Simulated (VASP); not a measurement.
# SnSe2 (P-3m1) in VASP: notebook, part 2 of 2

VASP 6.6.1.

### 3 Relaxation of cell and atoms, PBE+D4

This run uses another cell than the first one, of 25.53 Å³/atom.

Contents of INCAR:

```
SYSTEM = SnSe2
PREC = Accurate
ENCUT = 600
EDIFF = 1E-6
ISMEAR = 0
SIGMA = 0.02
LREAL = .FALSE.
LASPH = .TRUE.
NELM = 100
ALGO = Normal
ISIF = 3
LWAVE = .FALSE.
LCHARG = .FALSE.
GGA = PE
IVDW = 13
IBRION = 2
NSW = 100
EDIFFG = -0.002
```

Contents of KPOINTS:

```
regular mesh
0
G
  12 12 6
  0 0 0
```

Contents of POSCAR:

```
SnSe2
1.0
    3.8381303771      0.0000000000      0.0000000000
   -1.9190651886      3.3239184096      0.0000000000
    0.0000000000      0.0000000000      6.0042966469
Sn Se
1 2
Direct
    0.0000000000      0.0000000000      0.0000000000
    0.3333333333      0.6666666667      0.2654157971
    0.6666666667      0.3333333333      0.7345842029
```

Potentials or basis: VASP PAW PBE potentials, release 64 (Sn_d, Se).

Command:

```console
> cat potpaw_PBE.64/Sn_d/POTCAR potpaw_PBE.64/Se/POTCAR > POTCAR
> mpirun -np 1 vasp_std > vasp.out
```

OUTCAR:

```text
SYSTEM = SnSe2
   PREC = Accurate
   ENCUT = 600
   EDIFF = 1E-6
   ISMEAR = 0
   LREAL = .FALSE.
   LASPH = .TRUE.
   NELM = 100
   ISIF = 3
   GGA = PE
   IVDW = 13
   IBRION = 2
   NSW = 100
   EDIFFG = -0.002

 ion  position               nearest neighbor table
   1  0.000  0.000  0.000-   2 2.73   3 2.73   3 2.73   2 2.73   3 2.73   2 2.73
   2  0.333  0.667  0.265-   1 2.73   1 2.73   1 2.73
   3  0.667  0.333  0.735-   1 2.73   1 2.73   1 2.73

  LATTYP: Found a hexagonal cell.
 ALAT       =     3.8381303771
 C/A-ratio  =     1.5643805856

  Lattice vectors:

 A1 = (   3.8381303771,   0.0000000000,   0.0000000000)
 A2 = (  -1.9190651886,   3.3239184096,   0.0000000000)
 A3 = (   0.0000000000,   0.0000000000,   6.0042966469)

Analysis of symmetry for initial positions (statically):
=====================================================================
 Subroutine PRICEL returns:
 Original cell was already a primitive cell.

 Routine SETGRP: Setting up the symmetry group for a
 hexagonal supercell.

 Subroutine GETGRP returns: Found 12 space group operations
 (whereof 12 operations were pure point group operations)
 out of a pool of 24 trial point group operations.

The static configuration has the point symmetry D_3d.

Analysis of symmetry for dynamics (positions and initial velocities):
=====================================================================
 Subroutine PRICEL returns:
 Original cell was already a primitive cell.

 Routine SETGRP: Setting up the symmetry group for a
 hexagonal supercell.

 Subroutine GETGRP returns: Found 12 space group operations
 (whereof 12 operations were pure point group operations)
 out of a pool of 24 trial point group operations.

The dynamic configuration has the point symmetry D_3d.

 Subroutine INISYM returns: Found 12 space group operations
 (whereof 12 operations are pure point group operations),
 and found     1 'primitive' translations

----------------------------------------------------------------------------------------

                                     Primitive cell

  volume of cell :      76.6006

  direct lattice vectors                    reciprocal lattice vectors
     3.838130377  0.000000000  0.000000000     0.260543520  0.150424872  0.000000000
    -1.919065189  3.323918410  0.000000000     0.000000000  0.300849743  0.000000000
     0.000000000  0.000000000  6.004296647     0.000000000  0.000000000  0.166547401

  length of vectors
     3.838130377  3.838130377  6.004296647     0.300849743  0.300849743  0.166547401

  position of ions in fractional coordinates (direct lattice)
     0.000000000  0.000000000  0.000000000
     0.333333333  0.666666667  0.265415797
     0.666666667  0.333333333  0.734584203

  ion indices of the primitive-cell ions
   primitive index   ion index
                 1           1
                 2           2
                 3           3

----------------------------------------------------------------------------------------

 KPOINTS: regular mesh

Automatic generation of k-mesh.
 Grid dimensions read from file:
 generate k-points for:   12   12    6

 Generating k-lattice:

  Cartesian coordinates                     Fractional coordinates (reciprocal lattice)
     0.021711960  0.012535406  0.000000000     0.083333333  0.000000000  0.000000000
     0.000000000  0.025070812  0.000000000     0.000000000  0.083333333  0.000000000
     0.000000000  0.000000000  0.027757900     0.000000000  0.000000000  0.166666667

  Length of vectors
     0.025070812  0.025070812  0.027757900

  Shift w.r.t. Gamma in fractional coordinates (k-lattice)
     0.000000000  0.000000000  0.000000000

 Subroutine IBZKPT returns following result:
 ===========================================

 Found    100 irreducible k-points:

 Following reciprocal coordinates:
            Coordinates               Weight
  0.000000  0.000000  0.000000      1.000000
  0.083333 -0.000000  0.000000      6.000000
  0.166667 -0.000000  0.000000      6.000000
  0.250000 -0.000000  0.000000      6.000000
  0.333333 -0.000000  0.000000      6.000000
  0.416667 -0.000000  0.000000      6.000000
[... 16 lines left out ...]
  0.166667 -0.000000  0.166667      6.000000
  0.000000  0.166667  0.166667      6.000000
 [... further k-points ...]
   k-points           NKPTS =    100   k-points in BZ     NKDIM =    100   number of bands    NBANDS=     17
   number of dos      NEDOS =    301   number of ions     NIONS =      3
   total plane-waves  NPLWV =  49152
   dimension x,y,z NGX =    32 NGY =   32 NGZ =   48
   dimension x,y,z NGXF=    64 NGYF=   64 NGZF=   96
   ions per type =               1   2
   NGX,Y,Z   is equivalent  to a cutoff of  13.86, 13.86, 13.29 a.u.
   NGXF,Y,Z  is equivalent  to a cutoff of  27.72, 27.72, 26.58 a.u.
 SYSTEM =  SnSe2
   PREC   = accura    normal or accurate (medium, high low for compatibility)
   ISTART =      0    job   : 0-new  1-cont  2-samecut
   ICHARG =      2    charge: 1-file 2-atom 10-const
   ISPIN  =      1    spin polarized calculation?
   LNONCOLLINEAR =      F non collinear calculations
   LSORBIT =      F    spin-orbit coupling
   LASPH  =      T    aspherical Exc in radial PAW
   ENCUT  =  600.0 eV  44.10 Ry    6.64 a.u.   7.67  7.67 11.99*2*pi/ulx,y,z
   NELM   =    100;   NELMIN=  2; NELMDL= -5     # of ELM steps
   EDIFF  = 0.1E-05   stopping-criterion for ELM
   LREAL  =      F    real-space projection
   EDIFFG = -.2E-02   stopping-criterion for IOM
   NSW    =    100    number of steps for IOM
   IBRION =      2    ionic relax: 0-MD 1-quasi-New 2-CG
   NFREE  =      1    steps in history (QN), initial steepest desc. (CG)
   ISIF   =      3    stress and relaxation
   ISYM   =      2    0-nonsym 1-usesym 2-fastsym
   POTIM  = 0.5000    time-step for ionic-motion
   TEBEG  =    0.0;   TEEND  =   0.0 temperature during run
   PSTRESS=    0.0 pullay stress
   NELECT =      26.0000    total number of electrons
   NUPDOWN=      -1.0000    fix difference up-down
   EMIN   =  10.00;   EMAX   =-10.00  energy-range for DOS
   EFERMI =   0.00;   METHOD = LEGACY
   ISMEAR =     0;   SIGMA  =   0.02  broadening in eV -4-tet -1-fermi 0-gaus
   EFERMI_NEDOS =   21; number of points for ismear=-14 and -15
   IALGO  =     38    algorithm
   IMIX   =      4    mixing-type and parameters
     AMIX     =   0.40;   BMIX     =  1.00
     AMIX_MAG =   1.60;   BMIX_MAG =  1.00
  volume/ion in A,a.u.               =      25.53       172.31
  Fermi-wavevector in a.u.,A,eV,Ry     =   1.141971  2.158013 17.743338  1.304099
  Thomas-Fermi vector in A             =   2.278670
   LORBIT       =      0    0 simple, 1 ext, 2 COOP (PROOUT), +10 PAW based schemes
   GGA     = PE    functional components
   LHFCALC =     F    Hartree Fock is set to
   AEXX    =    0.0000 exact exchange contribution
   IVDW    =    13    specifies the selected vdW correction
   LEPSILON=     F    determine dielectric tensor
   LRPA    =     F    only Hartree local field effects (RPA)
 conjugate gradient relaxation of ions
 non-spin polarized calculation
 Gauss-broadening in eV      SIGMA  =   0.02
  energy-cutoff  :      600.00
  volume of cell :       76.60
 maximum number of plane-waves:      2592
 NGX is ok and might be reduce to    32
   NGX = 15   NGY = 15   NGZ = 23

--------------------------------------- Ionic step        1  -------------------------------------------

 number of electron      26.0000005 magnetization

 Free energy of the ion-electron system (eV)
  ---------------------------------------------------
  ext. energy  EPLUGINS =         0.00000000
  ---------------------------------------------------
  free energy    TOTEN  =       -11.80463605 eV

  energy without entropy =      -11.80463605  energy(sigma->0) =      -11.80463605

------------------------ aborting loop because EDIFF is reached ----------------------------------------

  DFT-D4 for vdW energy calculation

  Edisp (eV):   -1.19982
[... 108 lines left out ...]
  FREE ENERGIE OF THE ION-ELECTRON SYSTEM (eV)
  ---------------------------------------------------
  free  energy   TOTEN  =       -13.0044840005 eV

  energy  without entropy=      -13.0044840005  energy(sigma->0) =      -13.00448400

[... ionic steps 4 to 15 ...]

--------------------------------------- Ionic step       16  -------------------------------------------

 number of electron      26.0000005 magnetization

------------------------ aborting loop because EDIFF is reached ----------------------------------------
[... 77 lines left out ...]
--------------------------------------- Ionic step       18  -------------------------------------------

 number of electron      26.0000005 magnetization

 Free energy of the ion-electron system (eV)
  ---------------------------------------------------
  ext. energy  EPLUGINS =         0.00000000
  ---------------------------------------------------
  free energy    TOTEN  =       -11.80553938 eV

  energy without entropy =      -11.80553938  energy(sigma->0) =      -11.80553938

 E-fermi :   4.6203     XC(G=0):  -9.5692

 val. band max:        4.4608802454   @ k =   0.0833   0.0833   0.0000
 cond. band min:       4.7962141158   @ k =   0.0000   0.4167   0.3333
 fundamental gap:      0.3353338705
 Fermi energy:         4.6203195257

 k-point     1 :       0.0000    0.0000    0.0000
  band No.  band energies     occupation
      1     -16.9644      2.00000
      2     -16.9644      2.00000
      3     -16.9302      2.00000
      4     -16.9190      2.00000
      5     -16.9190      2.00000
      6      -9.5042      2.00000
[... 457 lines left out ...]
      4     -16.9216      2.00000
      5     -16.9179      2.00000
      6      -9.1877      2.00000
[... 9 lines left out ...]
     16       9.1627      0.00000
     17       9.4607      0.00000

 [... further k-points ...]

------------------------ aborting loop because EDIFF is reached ----------------------------------------

  DFT-D4 for vdW energy calculation

  Edisp (eV):   -1.19895
[... 26 lines left out ...]
  FREE ENERGIE OF THE ION-ELECTRON SYSTEM (eV)
  ---------------------------------------------------
  free  energy   TOTEN  =       -13.0044872211 eV

  energy  without entropy=      -13.0044872211  energy(sigma->0) =      -13.00448722

 reached required accuracy - stopping structural energy minimisation
```

OSZICAR:

```text
N       E                     dE             d eps       ncg     rms          rms(c)
DAV:   1     0.205866783467E+03    0.20587E+03   -0.13548E+04  3424   0.193E+03
DAV:   2     0.107916245222E+02   -0.19508E+03   -0.19180E+03  3700   0.422E+02
[... 88 lines left out ...]
DAV:   1    -0.118055147537E+02   -0.48567E-04   -0.16462E-05  3905   0.435E-02    0.399E-03
DAV:   2    -0.118055144523E+02    0.30143E-06   -0.95851E-07  1716   0.140E-02
  17 F= -.13004487E+02 E0= -.13004487E+02  d E =-.220029E-06
       N       E                     dE             d eps       ncg     rms          rms(c)
DAV:   1    -0.118055394775E+02   -0.24724E-04   -0.40339E-06  2659   0.206E-02    0.174E-03
DAV:   2    -0.118055393807E+02    0.96872E-07   -0.30320E-07  1714   0.714E-03
  18 F= -.13004487E+02 E0= -.13004487E+02  d E =0.137036E-07
```

CONTCAR:

```text
SnSe2
   1.00000000000000
     3.8389079692208745   -0.0000000000000117    0.0000000000000000
    -1.9194539846604575    3.3245918241304633    0.0000000000000000
    -0.0000000000000000    0.0000000000000000    6.0064687026276493
  Sn              Se
     1     2
Direct
     0.0000000000000000    0.0000000000000000    0.0000000000000000
     0.3333333332999970    0.6666666667000030    0.2655855194189551
     0.6666666667000030    0.3333333332999970    0.7344144805810449

  0.00000000E+00  0.00000000E+00  0.00000000E+00
  0.00000000E+00  0.00000000E+00  0.00000000E+00
  0.00000000E+00  0.00000000E+00  0.00000000E+00
```

It took 14 min on 1 thread of Intel Xeon 8259CL, shared host; peak memory 0.35 GiB.

What came out:

- Free energy: -13.0045 eV
- Relaxed volume: 25.55 Å³/atom
- Relaxed cell: a = 3.839 Å, b = 3.839 Å, c = 6.006 Å, α = 90.00°, β = 90.00°, γ = 120.00°
- Space group after relaxing (to 0.1 Å): P-3m1 (No. 164)
- Energy gained by relaxing: 0.0 meV/atom
- Ionic steps: 18
- Pressure after relaxing: 0.0 GPa
- Band gap on the k mesh: 0.34 eV (least direct gap 0.81 eV)
- Dispersion energy per atom: -0.400 eV

Final structure:
```
CELL_PARAMETERS angstrom
3.83891 0.00000 0.00000
-1.91945 3.32459 0.00000
0.00000 0.00000 6.00647
ATOMIC_POSITIONS crystal
Sn 0.00000 0.00000 0.00000
Se 0.33333 0.66667 0.26559
Se 0.66667 0.33333 0.73441
```

Caveat: semilocal functionals underestimate gaps, and a narrow one can read as zero; spin-orbit coupling is left out, which moves the levels of the heavy elements. A k mesh can miss the band edges.
